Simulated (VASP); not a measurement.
# Au (Fm-3m) in VASP: a series of runs

Au is run at these levels: PBEsol, SVWN5; tasks: relaxation of cell and atoms, single point.

Everything below comes from runs of VASP 6.6.1. Logs are shortened: lines on timing, memory, paths and dates and some standing lists are left out, and cuts for length are marked.

**1. The cell of the first run**

It takes space group Fm-3m (No. 225, cubic). The conventional cell has a = 4.070 Å, b = 4.070 Å, c = 4.070 Å, α = 90.00°, β = 90.00°, γ = 90.00°. Au (site symmetry m-3m) has 12 Au at 2.88 Å within 3.8 Å.

**2. Relaxation of cell and atoms, PBEsol, target pressure 20 GPa, at which the enthalpy is minimised**

INCAR

```
  PREC = Accurate
  ENCUT = 600
  EDIFF = 1E-6
  ISMEAR = -1
  SIGMA = 0.05
  LREAL = False
  LASPH = True
  NELM = 100
  ALGO = Normal
  ISIF = 3
  LWAVE = False
  LCHARG = False
  GGA = PS
  IBRION = 2
  NSW = 80
  EDIFFG = -0.02
  PSTRESS = 200.0
```

KPOINTS

```
Automatic mesh
0
Gamma
  11 11 11
```

POSCAR

```
Au
1.0
    0.0000000000      2.0350000000      2.0350000000
    2.0350000000      0.0000000000      2.0350000000
    2.0350000000      2.0350000000      0.0000000000
Au
1
Direct
    0.0000000000      0.0000000000      0.0000000000
```

Potentials or basis: VASP PAW PBE potentials, release 64 (Au).

Started as:

```console
> cat potpaw_PBE.64/Au/POTCAR > POTCAR
> mpirun -np 1 vasp_std > vasp.out
```

OUTCAR:

```text
PREC = Accurate
   ENCUT = 600
   EDIFF = 1E-6
   ISMEAR = -1
   LREAL = False
   LASPH = True
   NELM = 100
   ISIF = 3
   GGA = PS
   IBRION = 2
   NSW = 80
   EDIFFG = -0.02
   PSTRESS = 200.0

 ion  position               nearest neighbor table
   1  0.000  0.000  0.000-

  LATTYP: Found a face centered cubic cell.
 ALAT       =     4.0700000000

  Lattice vectors:

 A1 = (   0.0000000000,   2.0350000000,   2.0350000000)
 A2 = (   2.0350000000,   0.0000000000,   2.0350000000)
 A3 = (   2.0350000000,   2.0350000000,   0.0000000000)

Analysis of symmetry for initial positions (statically):
=====================================================================
 Subroutine PRICEL returns:
 Original cell was already a primitive cell.

 Routine SETGRP: Setting up the symmetry group for a
 face centered cubic supercell.

 Subroutine GETGRP returns: Found 48 space group operations
[... 9 lines left out ...]

 Routine SETGRP: Setting up the symmetry group for a
 face centered cubic supercell.

 Subroutine GETGRP returns: Found 48 space group operations
[... 11 lines left out ...]
                                     Primitive cell

  volume of cell :      16.8548

  direct lattice vectors                    reciprocal lattice vectors
     0.000000000  2.035000000  2.035000000    -0.245700246  0.245700246  0.245700246
     2.035000000  0.000000000  2.035000000     0.245700246 -0.245700246  0.245700246
     2.035000000  2.035000000  0.000000000     0.245700246  0.245700246 -0.245700246

  length of vectors
     2.877924599  2.877924599  2.877924599     0.425565309  0.425565309  0.425565309

  position of ions in fractional coordinates (direct lattice)
     0.000000000  0.000000000  0.000000000

  ion indices of the primitive-cell ions
   primitive index   ion index
                 1           1

----------------------------------------------------------------------------------------

 KPOINTS: Automatic mesh

Automatic generation of k-mesh.
 Grid dimensions read from file:
 generate k-points for:   11   11   11

 Generating k-lattice:

  Cartesian coordinates                     Fractional coordinates (reciprocal lattice)
    -0.022336386  0.022336386  0.022336386     0.090909091  0.000000000  0.000000000
     0.022336386 -0.022336386  0.022336386     0.000000000  0.090909091  0.000000000
     0.022336386  0.022336386 -0.022336386     0.000000000  0.000000000  0.090909091

  Length of vectors
     0.038687755  0.038687755  0.038687755

  Shift w.r.t. Gamma in fractional coordinates (k-lattice)
     0.000000000  0.000000000  0.000000000

 Subroutine IBZKPT returns following result:
 ===========================================

 Found     56 irreducible k-points:

 Following reciprocal coordinates:
            Coordinates               Weight
  0.000000  0.000000  0.000000      1.000000
  0.090909  0.000000  0.000000      8.000000
  0.181818  0.000000  0.000000      8.000000
  0.272727  0.000000  0.000000      8.000000
  0.363636  0.000000  0.000000      8.000000
  0.454545  0.000000  0.000000      8.000000
[... 16 lines left out ...]
 -0.272727  0.181818  0.000000     24.000000
 -0.181818  0.181818  0.000000     12.000000
 [... further k-points ...]
   k-points           NKPTS =     56   k-points in BZ     NKDIM =     56   number of bands    NBANDS=      9
   number of dos      NEDOS =    301   number of ions     NIONS =      1
   total plane-waves  NPLWV =  13824
   dimension x,y,z NGX =    24 NGY =   24 NGZ =   24
   dimension x,y,z NGXF=    48 NGYF=   48 NGZF=   48
   ions per type =               1
   NGX,Y,Z   is equivalent  to a cutoff of  13.86, 13.86, 13.86 a.u.
   NGXF,Y,Z  is equivalent  to a cutoff of  27.73, 27.73, 27.73 a.u.
 SYSTEM =  unknown system
   PREC   = accura    normal or accurate (medium, high low for compatibility)
   ISTART =      0    job   : 0-new  1-cont  2-samecut
   ICHARG =      2    charge: 1-file 2-atom 10-const
   ISPIN  =      1    spin polarized calculation?
   LNONCOLLINEAR =      F non collinear calculations
   LSORBIT =      F    spin-orbit coupling
   LASPH  =      T    aspherical Exc in radial PAW
   ENCUT  =  600.0 eV  44.10 Ry    6.64 a.u.   5.75  5.75  5.75*2*pi/ulx,y,z
   NELM   =    100;   NELMIN=  2; NELMDL= -5     # of ELM steps
   EDIFF  = 0.1E-05   stopping-criterion for ELM
   LREAL  =      F    real-space projection
   EDIFFG = -.2E-01   stopping-criterion for IOM
   NSW    =     80    number of steps for IOM
   IBRION =      2    ionic relax: 0-MD 1-quasi-New 2-CG
   NFREE  =      1    steps in history (QN), initial steepest desc. (CG)
   ISIF   =      3    stress and relaxation
   ISYM   =      2    0-nonsym 1-usesym 2-fastsym
   POTIM  = 0.5000    time-step for ionic-motion
   TEBEG  =    0.0;   TEEND  =   0.0 temperature during run
   PSTRESS=  200.0 pullay stress
   NELECT =      11.0000    total number of electrons
   NUPDOWN=      -1.0000    fix difference up-down
[... 32 lines left out ...]

 E-fermi :   9.4653     XC(G=0): -12.9496

 val. band max:        9.3232720134   @ k =   0.4545   0.2727   0.0000
 cond. band min:       9.5619402211   @ k =  -0.4545   0.0909   0.0000
 fundamental gap:      0.2386682076
 Fermi energy:         9.4652941832

 k-point     1 :       0.0000    0.0000    0.0000
  band No.  band energies     occupation
      1      -0.5747      2.00000
      2       4.7261      2.00000
      3       4.7261      2.00000
      4       4.7261      2.00000
      5       6.2847      2.00000
      6       6.2847      2.00000
      7      23.9501      0.00000
      8      28.0054      0.00000
      9      28.0054      0.00000

 k-point     2 :       0.0909    0.0000    0.0000
  band No.  band energies     occupation
      1      -0.2858      2.00000
      2       4.6333      2.00000
      3       4.8231      2.00000
      4       4.8231      2.00000
      5       6.2432      2.00000
      6       6.2432      2.00000
      7      24.2766      0.00000
      8      26.3762      0.00000
      9      28.3525      0.00000

 k-point     3 :       0.1818    0.0000    0.0000
  band No.  band energies     occupation
      1       0.5080      2.00000
      2       4.4799      2.00000
      3       4.9986      2.00000
      4       4.9986      2.00000
      5       6.2456      2.00000
      6       6.2456      2.00000
      7      23.2023      0.00000
      8      25.1172      0.00000
      9      29.1996      0.00000
[... 376 lines left out ...]
 VOLUME and BASIS-vectors are now :
 -----------------------------------------------------------------------------
  energy-cutoff  :      600.00
  volume of cell :       15.58
      direct lattice vectors                 reciprocal lattice vectors
    -0.000000000  1.982520381  1.982520381    -0.252204217  0.252204217  0.252204217
     1.982520381 -0.000000000  1.982520381     0.252204217 -0.252204217  0.252204217
     1.982520381  1.982520381  0.000000000     0.252204217  0.252204217 -0.252204217

 POSITION                                       TOTAL-FORCE (eV/Angst)
 -----------------------------------------------------------------------------------
      0.00000      0.00000      0.00000        -0.000000      0.000000      0.000000
 -----------------------------------------------------------------------------------
    total drift:                               -0.000000      0.000000      0.000000

  FREE ENERGIE OF THE ION-ELECTRON SYSTEM (eV)
  ---------------------------------------------------
  free  energy   TOTEN  =        -3.8550546011 eV

  energy  without entropy=       -3.8523552565  energy(sigma->0) =       -3.85370493

  enthalpy is  TOTEN    =        -1.9096838104 eV   P V=        1.9453707906

--------------------------------------- Ionic step        5  -------------------------------------------

 number of electron      11.0000001 magnetization

 Free energy of the ion-electron system (eV)
  ---------------------------------------------------
  ext. energy  EPLUGINS =         0.00000000
  ---------------------------------------------------
  free energy    TOTEN  =        -3.85147765 eV

  energy without entropy =       -3.84874735  energy(sigma->0) =       -3.85011250

 E-fermi :  10.8285     XC(G=0): -13.4305

 val. band max:       10.7727389673   @ k =   0.4545   0.2727   0.0000
 cond. band min:      10.8692823991   @ k =  -0.4545   0.0909   0.0000
 fundamental gap:      0.0965434318
 Fermi energy:        10.8284561339

 k-point     1 :       0.0000    0.0000    0.0000
  band No.  band energies     occupation
      1      -0.0509      2.00000
      2       5.6777      2.00000
      3       5.6777      2.00000
      4       5.6777      2.00000
      5       7.4713      2.00000
      6       7.4713      2.00000
      7      25.2166      0.00000
      8      29.7382      0.00000
      9      29.7382      0.00000

 k-point     2 :       0.0909    0.0000    0.0000
  band No.  band energies     occupation
      1       0.2602      2.00000
      2       5.5679      2.00000
      3       5.7875      2.00000
      4       5.7875      2.00000
      5       7.4209      2.00000
      6       7.4209      2.00000
      7      25.6196      0.00000
      8      28.1117      0.00000
      9      30.1577      0.00000

 k-point     3 :       0.1818    0.0000    0.0000
  band No.  band energies     occupation
      1       1.1097      2.00000
      2       5.3838      2.00000
      3       5.9863      2.00000
      4       5.9863      2.00000
      5       7.4180      2.00000
      6       7.4180      2.00000
      7      25.0868      0.00000
      8      26.5422      0.00000
      9      31.2485      0.00000
[... 265 lines left out ...]
 VOLUME and BASIS-vectors are now :
 -----------------------------------------------------------------------------
  energy-cutoff  :      600.00
  volume of cell :       15.56
      direct lattice vectors                 reciprocal lattice vectors
    -0.000000000  1.981288714  1.981288714    -0.252360999  0.252360999  0.252360999
     1.981288714 -0.000000000  1.981288714     0.252360999 -0.252360999  0.252360999
     1.981288714  1.981288714  0.000000000     0.252360999  0.252360999 -0.252360999

 POSITION                                       TOTAL-FORCE (eV/Angst)
 -----------------------------------------------------------------------------------
      0.00000      0.00000      0.00000         0.000000      0.000000      0.000000
 -----------------------------------------------------------------------------------
    total drift:                               -0.000000      0.000000      0.000000

  FREE ENERGIE OF THE ION-ELECTRON SYSTEM (eV)
  ---------------------------------------------------
  free  energy   TOTEN  =        -3.8514776542 eV

  energy  without entropy=       -3.8487473544  energy(sigma->0) =       -3.85011250

  enthalpy is  TOTEN    =        -1.9097303710 eV   P V=        1.9417472832

 reached required accuracy - stopping structural energy minimisation
```

Run time: 16 s. Hardware: 1 thread of Intel Xeon 6975P-C, shared host; peak memory 0.16 GiB.

Results:

| Quantity | Value |
| --- | --- |
| Free energy | -3.8515 eV |
| Relaxed volume | 15.56 Å³/atom |
| Relaxed cell | a = 2.802 Å, b = 2.802 Å, c = 2.802 Å, α = 60.00°, β = 60.00°, γ = 60.00° |
| Space group after relaxing (to 0.05 Å) | Fm-3m (No. 225) |
| Energy change on relaxing (the enthalpy is what falls) | +80.8 meV/atom |
| Ionic steps | 5 |
| Pressure after relaxing | 20.0 GPa |

The path:
```
step  energy change (eV)  largest force (eV/Å)  pressure (GPa)  volume (Å³)
   1              0.0000                0.0000            1.47        16.85
   2              1.2593                0.0000          126.05        12.53
   3              0.0697                0.0000           18.36        15.65
   4              0.0772                0.0000           19.48        15.58
   5              0.0808                0.0000           20.01        15.56
```

Final structure:
```
Au
1.0
     0.00000    1.98129    1.98129
     1.98129    0.00000    1.98129
     1.98129    1.98129    0.00000
Au
1
Cartesian
  0.0000 0.0000 0.0000
```

Caveat: the cell is relaxed towards a set pressure, so the enthalpy falls and the energy may rise; the PAW data sets were made with another functional, which shifts forces and pressure a little; spin-orbit coupling is left out, which moves the levels of the heavy elements.

**3. Relaxation of cell and atoms, PBEsol, target pressure 30 GPa, at which the enthalpy is minimised**

INCAR

```
ALGO = Normal ; EDIFF = 1E-6
EDIFFG = -0.02 ; ENCUT = 600
GGA = PS ; IBRION = 2
ISIF = 3 ; ISMEAR = -1
LASPH = T ; LCHARG = F
LREAL = F ; LWAVE = F
NELM = 80 ; NSW = 80
PREC = Accurate ; PSTRESS = 300.0
SIGMA = 0.05
```

KPOINTS

```
k-points
0
Gamma
  11 11 11
```

POSCAR is that of step 2.

Potentials or basis: VASP PAW PBE potentials, release 64 (Au).

Started as:

```console
> cat potpaw_PBE.64/Au/POTCAR > POTCAR
> mpirun -np 1 vasp_std > vasp.out
```

Wall time 18 s (1 thread of Intel Xeon 6975P-C, shared host); peak memory 0.16 GiB.

It converged, with:

- Free energy: -3.7735 eV
- Relaxed volume: 15.05 Å³/atom
- Relaxed cell: a = 2.771 Å, b = 2.771 Å, c = 2.771 Å, α = 60.00°, β = 60.00°, γ = 60.00°
- Space group after relaxing (to 0.05 Å): Fm-3m (No. 225)
- Energy change on relaxing (the enthalpy is what falls): +158.8 meV/atom
- Ionic steps: 5
- Pressure after relaxing: 30.0 GPa

Step by step:
| step | energy change (eV) | largest force (eV/Å) | pressure (GPa) | volume (Å³) |
| --- | --- | --- | --- | --- |
| 1 | 0.0000 | 0.0000 | 1.47 | 16.85 |
| 2 | 3.8419 | 0.0000 | 316.55 | 10.54 |
| 3 | 0.1205 | 0.0000 | 25.39 | 15.27 |
| 4 | 0.1406 | 0.0000 | 27.87 | 15.15 |
| 5 | 0.1588 | 0.0000 | 30.05 | 15.05 |

Final structure:
```cif
data_structure
_symmetry_space_group_name_H-M 'P 1'
_symmetry_Int_Tables_number 1
_cell_length_a 2.7715
_cell_length_b 2.7715
_cell_length_c 2.7715
_cell_angle_alpha 60.000
_cell_angle_beta 60.000
_cell_angle_gamma 60.000
_cell_volume 15.05
loop_
_atom_site_label
_atom_site_type_symbol
_atom_site_fract_x
_atom_site_fract_y
_atom_site_fract_z
_atom_site_occupancy
Au1 Au 0.00000 0.00000 0.00000 1
```

Levels at points of the mesh, in eV from the Fermi level:
| k point | band 2 | band 3 | band 4 | band 5 | band 6 | band 7 | band 8 | band 9 |
| --- | --- | --- | --- | --- | --- | --- | --- | --- |
| (0.00, 0.00, 0.00) | -5.34 | -5.34 | -5.34 | -3.44 | -3.44 | 14.32 | 19.04 | 19.04 |

Caveat: the cell is relaxed towards a set pressure, so the enthalpy falls and the energy may rise; the PAW data sets were made with another functional, which shifts forces and pressure a little; spin-orbit coupling is left out, which moves the levels of the heavy elements.

**4. Single point, SVWN5**

This run uses another cell than the first one, of 16.18 Å³/atom, 0.960 times its volume.

INCAR

```
SYSTEM = Au
  PREC = Accurate
  ENCUT = 520
  EDIFF = 1E-7
  ISMEAR = -1
  SIGMA = 0.05
  LREAL = .FALSE.
  LASPH = .TRUE.
  NELM = 100
  ALGO = Normal
  ISIF = 2
  LWAVE = .FALSE.
  LCHARG = .FALSE.
  GGA = VW
  NBANDS = 12
```

KPOINTS

```
Automatic mesh
0
G
  11 11 11
  0 0 0
```

POSCAR

```
Au
1.0
    0.0000000000      2.0074966285      2.0074966285
    2.0074966285      0.0000000000      2.0074966285
    2.0074966285      2.0074966285      0.0000000000
Au
1
Direct
    0.0000000000      0.0000000000      0.0000000000
```

Started as:

```console
> cat potpaw_PBE.64/Au/POTCAR > POTCAR
> mpirun -np 1 vasp_std > vasp.out
```

Wall time 4.9 s (1 thread of Intel Xeon 6975P-C, shared host); peak memory 0.14 GiB.

It converged, with:

| Property | Result |
| --- | --- |
| Free energy | -4.4639 eV |
| Pressure | 4.6 GPa |

Levels at points of the mesh, in eV from the Fermi level:
```csv
k point,band 2,band 3,band 4,band 5,band 6,band 7,band 8,band 9,band 10,band 11
"(0.00, 0.00, 0.00)",-4.95,-4.95,-4.95,-3.26,-3.26,14.56,18.79,18.79,18.79,23.92
```

Caveat: the PAW data sets were made with another functional, which shifts forces and pressure a little; spin-orbit coupling is left out, which moves the levels of the heavy elements.

**5. Single point, SVWN5**

This run uses another cell than the first one, of 16.52 Å³/atom, 0.980 times its volume.

INCAR

```
PREC     = Accurate       # precision mode
ENCUT    = 520            # plane-wave cutoff, eV
EDIFF    = 1E-6           # SCF threshold, eV
ISMEAR   = -1             # smearing method
SIGMA    = 0.05           # smearing width, eV
LREAL    = F              # projectors in reciprocal space
LASPH    = T              # aspherical terms in the spheres
NELM     = 100            # most SCF steps
ALGO     = Normal         # electronic algorithm
ISIF     = 2              # what is computed and relaxed
LWAVE    = F              # write WAVECAR
LCHARG   = T              # write CHGCAR
GGA      = VW             # functional
LELF     = T              # ELF
LVHAR    = T            
NBANDS   = 12             # bands
```

KPOINTS

```
regular mesh
0
Gamma
  11 11 11
```

POSCAR

```
Au
1.0
    0.0000000000      2.0213418704      2.0213418704
    2.0213418704      0.0000000000      2.0213418704
    2.0213418704      2.0213418704      0.0000000000
Au
1
Direct
    0.0000000000      0.0000000000      0.0000000000
```

Started as:

```console
> cat potpaw_PBE.64/Au/POTCAR > POTCAR
> mpirun -np 1 vasp_std > vasp.out
```

Run time: 4.6 s. Hardware: 1 thread of Intel Xeon 6975P-C, shared host; peak memory 0.14 GiB.

Results (log left out):

```yaml
Free_energy: -4.4692 eV
Pressure: 0.3 GPa
```

Levels at points of the mesh, in eV from the Fermi level:
```tsv
k point	band 2	band 3	band 4	band 5	band 6	band 7	band 8	band 9	band 10	band 11
(0.00, 0.00, 0.00)	-4.84	-4.84	-4.84	-3.22	-3.22	14.58	18.69	18.69	18.69	23.75
```

Caveat: the PAW data sets were made with another functional, which shifts forces and pressure a little; spin-orbit coupling is left out, which moves the levels of the heavy elements.

**6. Single point, SVWN5**

INCAR

```
PREC = Accurate ; ENCUT = 520
EDIFF = 1E-6 ; ISMEAR = -1
SIGMA = 0.05 ; LREAL = F
LASPH = T ; NELM = 80
ALGO = Fast ; ISIF = 2
LWAVE = F ; LCHARG = T
GGA = VW ; LELF = T
LVHAR = T ; NBANDS = 12
```

KPOINTS is that of step 5.

POSCAR

```
Au
1.0
    0.0000000000      2.0350000000      2.0350000000
    2.0350000000      0.0000000000      2.0350000000
    2.0350000000      2.0350000000      0.0000000000
Au
1
Direct
    0.0000000000      0.0000000000      0.0000000000
```

Potentials or basis: VASP PAW PBE potentials, release 64 (Au).

Started as:

```console
> cat potpaw_PBE.64/Au/POTCAR > POTCAR
> mpirun -np 1 vasp_std > vasp.out
```

It took 6.8 s on 1 thread of Intel Xeon 6975P-C, shared host; peak memory 0.14 GiB.

Results (log left out):

- Free energy: -4.4660 eV
- Pressure: -3.5 GPa

Levels at points of the mesh, in eV from the Fermi level:
```
           k point  band 4  band 5  band 6  band 7  band 8  band 9
(0.00, 0.00, 0.00)   -4.75   -3.18   -3.18   14.60   18.58   18.58
```

Caveat: the PAW data sets were made with another functional, which shifts forces and pressure a little; spin-orbit coupling is left out, which moves the levels of the heavy elements.

**7. Summary**

| task | level | cell | cutoff (eV) | gap on the mesh (eV) | pressure (GPa) |
| --- | --- | --- | --- | --- | --- |
| relaxation of cell and atoms | PBEsol | relaxed to 20 GPa from a = 2.878 Å, angles 60.0°, 1 atom | 600 | none | 20.0 |
| relaxation of cell and atoms | PBEsol | relaxed to 30 GPa from a = 2.878 Å, angles 60.0°, 1 atom | 600 | none | 30.0 |
| single point | SVWN5 | a = 2.839 Å, angles 60.0°, 1 atom | 520 | none | 4.6 |
| single point | SVWN5 | a = 2.859 Å, angles 60.0°, 1 atom | 520 | none | 0.3 |
| single point | SVWN5 | a = 2.878 Å, angles 60.0°, 1 atom | 520 | none | -3.5 |

Alike in all rows: potentials or basis VASP PAW PBE potentials, release 64 (Au); no spin polarisation; k mesh 11 × 11 × 11; smearing fermi-dirac 0.05 eV.

Caveats: the PAW data sets were made with another functional, which shifts forces and pressure a little; spin-orbit coupling is left out, which moves the levels of the heavy elements; the cell is relaxed towards a set pressure, so the enthalpy falls and the energy may rise (some runs).

Total energies depend on the potentials used, so only differences within one code and one set of settings carry meaning.
